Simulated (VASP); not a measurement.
Wanted: the native input for a VASP 6.6.1 run.

* Task: single point
* Functional: PBE
* Potentials or basis: VASP PAW PBE potentials, release 64 (Lu, Ta_pv)
* Cutoff: 520 eV
* k mesh: 6 × 6 × 6
* Occupations: gaussian, width 0.1 eV
* Spin: no spin polarisation
* Dipole correction: no
* Further INCAR settings: ALGO = Normal; EDIFF = 1e-06; NBANDS = 30

The structure of LuTa2 lies in POSCAR:

```
LuTa2
1.0
    4.5282064400      0.0000000000      0.0000000000
   -2.2641032200      3.9215418100      0.0000000000
    0.0000000000      0.0000000000      3.5138471400
Lu Ta
1 2
Direct
    0.0000000000      0.0000000000      0.0000000000
    0.3333333300      0.6666666700      0.0000000000
    0.6666666700      0.3333333300      0.0000000000
```

The cell was generated, and may not be a known phase.

The input as run:

INCAR

```
PREC = Accurate
ENCUT = 520
EDIFF = 1E-6
ISMEAR = 0
SIGMA = 0.1
LREAL = False
LASPH = True
NELM = 60
ALGO = Normal
ISIF = 2
LWAVE = False
LCHARG = False
GGA = PE
NBANDS = 30
```

KPOINTS

```
Automatic mesh
0
Gamma
  6 6 6
```

Potentials or basis: VASP PAW PBE potentials, release 64 (Lu, Ta_pv).

Command:

```console
$ cat potpaw_PBE.64/Lu/POTCAR potpaw_PBE.64/Ta_pv/POTCAR > POTCAR
$ mpirun -np 1 vasp_std > vasp.out
```

It gave:

```json
{"Pressure": "25.3 GPa", "Band gap on the k mesh": "zero (an odd number of electrons rules out a gap without spin polarisation)"}
```

Caveat: the stress differs along the axes, from -16 to 46 GPa; spin-orbit coupling is left out, which moves the levels of the heavy elements.

Wall time 23 s on 1 thread of Intel(R) Xeon(R) 6975P-C (Granite Rapids), with other jobs on the host, peak memory 0.22 GiB.
